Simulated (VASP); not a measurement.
Here is a VASP 6.6.1 calculation.

File POSCAR:

```
CaO
1.0
    2.3734669907      2.3734669907      0.0000000000
   -2.3734669907      2.3734669907      0.0000000000
    0.0000000000      2.3734669907      2.4103886200
Ca O
1 1
Direct
    0.0000000000      0.0000000000      0.0000000000
    0.5000000000      0.5000000000      0.0000000000
```

File INCAR.step1:

```
ALGO = Normal
EDIFF = 1E-5
ENCUT = 910
GGA = PE
GGA_COMPAT = F
ISMEAR = 0
LASPH = T
LCHARG = F
LREAL = F
LWAVE = T
NBANDS = 15
NELM = 120
PREC = Accurate
SIGMA = 0.01
```

Contents of INCAR.step2:

```
ALGO = Normal
EDIFF = 1E-6
ENCUT = 910
GGA_COMPAT = F
ISIF = 2
ISMEAR = 0
ISTART = 1
LASPH = T
LCHARG = F
LMIXTAU = T
LREAL = F
LWAVE = F
METAGGA = R2SCAN
NBANDS = 15
NELM = 120
PREC = Accurate
SIGMA = 0.01
```

File KPOINTS:

```
k-points
0
Gamma
  8 8 8
```

Potentials or basis: VASP PAW PBE potentials, release 64 (Ca_sv, O_h).

Launch:

```bash
$ cat potpaw_PBE.64/Ca_sv/POTCAR potpaw_PBE.64/O_h/POTCAR > POTCAR
$ cp INCAR.step1 INCAR
$ mpirun -np 1 vasp_std > vasp.out
$ cp INCAR.step2 INCAR
$ mpirun -np 1 vasp_std > vasp.out
```

Question: What does it give for the pressure?

Answer: 2.8 GPa.

Question: Predict the band gap on the k mesh.

Answer: 4.16 eV (least direct gap 4.53 eV).

Stress tensor (GPa, compression positive):
```
3.82 0.00 0.00
0.00 3.82 0.00
0.00 0.00 0.82
```

Caveat: the cell differs from its parent crystal (in-plane strain -0.01, then relaxed in part); the cutoff is under 1.25 times the usual one of these potentials, so pressure, stress and relaxed cells hold a basis-set (Pulay) error; the PAW data sets were made with another functional, which shifts forces and pressure a little. A k mesh can miss the band edges.
